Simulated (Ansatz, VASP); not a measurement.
## One calculation of Al, two programs

The input INCAR:

```
PREC = Accurate
ENCUT = 520
EDIFF = 1E-6
ISMEAR = 0
SIGMA = 0.15
LREAL = False
LASPH = True
NELM = 60
ALGO = Fast
ISIF = 2
LWAVE = False
LCHARG = False
GGA = PE
IVDW = 12
NBANDS = 14
```

The input KPOINTS:

```
Automatic mesh
0
Gamma
  18 18 4
```

The input POSCAR:

```
Al
1.0
    2.8144222650      0.0000000000      0.0000000000
   -1.4072111325      2.4373611785      0.0000000000
    0.0000000000      0.0000000000      9.2410470710
Al
4
Direct
    0.0000000000      0.0000000000      0.0000000000
    0.3907725021      0.7815450041      0.2197004032
    0.0000000000      0.0000000000      0.5000000000
    0.6666666667      0.3333333333      0.7500000000
```

Input for Ansatz:

```yaml
crystal:
  lattice:
    - [2.814422265, 0.0, 0.0]
    - [-1.4072111325, 2.4373611785, 0.0]
    - [0.0, 0.0, 9.241047071]
  atoms:
    - { symbol: Al, position: [0.0, 0.0, 0.0] }
    - { symbol: Al, position: [0.3907725021, 0.7815450041, 0.2197004032] }
    - { symbol: Al, position: [0.0, 0.0, 0.5] }
    - { symbol: Al, position: [0.6666666667, 0.3333333333, 0.75] }
basis:
  ecutwfc: 420
kpoints:
  mp_grid: { grid: [18, 18, 4] }
hamiltonian:
  xc: pbe
  pseudopotentials: { kind: paw, azcp: { folder: soft_1 } }
  dispersion: d3bj
scf:
  occupations: { method: gaussian, width: 0.15 }
output:
  forces: true
  stress: true
  eigenvalues: true
```

Alike in both runs: task single point; functional PBE; dispersion D3(BJ); k mesh 18 × 18 × 4; occupations gaussian, width 0.15 eV; no spin polarisation.

|  | VASP | Ansatz |
| --- | --- | --- |
| version | VASP 6.6.1 | Ansatz 0.2.0 |
| potentials or method | VASP PAW PBE potentials, release 64 (Al), cutoff 520 eV | scalar-relativistic, plane waves, PAW |
| valence electrons in the cell | 12 | 12 |

|  | VASP | Ansatz | Ansatz less VASP |
| --- | --- | --- | --- |
| gap on the k mesh at the Fermi level (eV) | none | none | - |
| pressure (GPa) | 2.2 | 2.2 | 0.00 |
| traceless stress, the component that is largest in VASP (GPa) | 2.14 | 2.14 | -0.008 |
| rms of the force components (eV/Å) | 0.697 | 0.697 | -0.0005 |

Atom by atom the forces differ by 0.001 eV/Å (rms over components). A gap of «none» marks a metal or a gap that the smearing closes.
